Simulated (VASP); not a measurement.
Write the native input for VASP 6.6.1 that does the following.

| Item | Value |
| --- | --- |
| Task | single point |
| Functional | PBEsol |
| Potentials or basis | VASP PAW PBE potentials, release 64 (Sr_sv) |
| Cutoff | 520 eV |
| k mesh | 9 × 9 × 9 |
| Occupations | fermi-dirac, width 0.136057 eV |
| Spin | no spin polarisation |
| Dipole correction | no |
| Further INCAR settings | ALGO = Normal; EDIFF = 1e-06; NBANDS = 11 |

The structure of Sr lies in POSCAR:

```
Sr
1.0
    3.7894676027      0.0000000000      0.0000000000
    0.0000000000      3.7894676027      0.0000000000
    0.0000000000      0.0000000000      3.7894676027
Sr
1
Direct
    0.0000000000      0.0000000000      0.0000000000
```

This isn't the form of Sr at room conditions, which is fcc.

The input as run:

INCAR

```
PREC = Accurate
ENCUT = 520
EDIFF = 1E-6
ISMEAR = -1
SIGMA = 0.13605693000000002
LREAL = F
LASPH = T
NELM = 100
ALGO = Normal
ISIF = 2
LWAVE = F
LCHARG = T
GGA = PS
LELF = T
LVHAR = T
NBANDS = 11
```

KPOINTS

```
Automatic mesh
0
Gamma
  9 9 9
```

Potentials or basis: VASP PAW PBE potentials, release 64 (Sr_sv).

Command:

```console
$ cat potpaw_PBE.64/Sr_sv/POTCAR > POTCAR
$ mpirun -np 1 vasp_std > vasp.out
```

It gave:

The pressure is 0.0 GPa and the band gap on the k mesh is zero (bands 5 and 6 overlap by 0.39 eV).

Caveat: the PAW data sets were made with another functional, which shifts forces and pressure a little.

It took 16 s on 1 thread of Intel(R) Xeon(R) Platinum 8488C (Sapphire Rapids), with other jobs on the host, peak memory 0.16 GiB.
